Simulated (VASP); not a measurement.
FeO:

```xyz
2
Lattice="2.8834 0.0000 0.0000 -1.4417 2.4971 0.0000 0.0000 0.0000 2.8141" Properties=species:S:1:pos:R:3 pbc="T T T"
Fe    0.0000    0.0000    0.0000
O     1.4417    0.8324    1.4070
```

Base run:

```yaml
Program: VASP 6.6.1
Functional: PBE
Potentials_or_basis: VASP PAW PBE potentials, release 64 (Fe_sv, O)
Cutoff: 600 eV
k_mesh: 10 × 10 × 9
Occupations: fermi-dirac, width 0.05 eV
Spin: collinear spin, ferromagnetic start
Starting_moments: "[3.0, 0.0] μB"
```

Its results: band gap on the k mesh zero (filled and empty bands overlap); pressure -9.5 GPa; net moment 4.00 μB per cell; site moments Fe +3.47; O +0.35 μB.

Problem. The run is repeated on the same cell with these changes: potentials or basis from VASP PAW PBE potentials, release 64 (Fe_sv, O) to VASP PAW PBE potentials, release 64 (Fe, O); cutoff from 600 eV to 520 eV; further incar settings from ALGO = Normal; EDIFF = 1e-06; NBANDS = 22 to ALGO = Normal; EDIFF = 1e-07; NBANDS = 18; valence electrons from 22 to 14. What comes out?

Solution. Band gap on the k mesh zero (filled and empty bands overlap); pressure -7.2 GPa; net moment 4.00 μB per cell; site moments Fe +3.58; O +0.35 μB.

Caveats: a cell with one magnetic atom can't hold antiferromagnetic order, which such compounds often take; semilocal functionals often make such compounds metallic where correlation or magnetic order opens a gap, which also shifts bond lengths.
